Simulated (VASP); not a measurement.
## Ru: single point with RPBE

Crystal: Ru.

```xyz
1
Lattice="0.0000 1.9892 1.9892 1.9892 0.0000 1.9892 1.9892 1.9892 0.0000" Properties=species:S:1:pos:R:3 pbc="T T T"
Ru    0.0000    0.0000    0.0000
```

This cell differs from its parent crystal: volume scaled by 1.12.

| Quantity | Value |
| --- | --- |
| Program | VASP 6.6.1 |
| Task | single point |
| Functional | RPBE |
| Potentials or basis | VASP PAW PBE potentials, release 64 (Ru_pv) |
| Cutoff | 520 eV |
| k mesh | 16 × 16 × 16 |
| Occupations | fermi-dirac, width 0.1 eV |
| Spin | no spin polarisation |

```yaml
Pressure: -24.7 GPa
Band_gap_on_the_k_mesh: zero (band 7 reaches 12.08 eV, above the bottom of band 8 at 9.27 eV)
```

Levels at points of the mesh, in eV from the Fermi level:
```
           k point  band 3  band 4  band 5  band 6  band 7  band 8  band 9  band 10  band 11  band 12
(0.00, 0.00, 0.00)  -42.42   -7.03   -2.08   -2.08   -2.08   -0.14   -0.14    10.83    15.04    20.01
(0.50, 0.00, 0.00)  -42.51   -5.04   -2.17   -2.17    0.97    1.33    1.33     8.37    10.83    14.59
(0.50, 0.50, 0.00)  -42.65   -5.18   -4.77    1.29    1.73    1.73    3.27    10.83    11.66    12.50
```

Wall time 13 s on 1 thread of Intel(R) Xeon(R) Platinum 8488C (Sapphire Rapids), on a shared host, peak memory 0.15 GiB.

Caveat: the PAW data sets were made with another functional, which shifts forces and pressure a little.
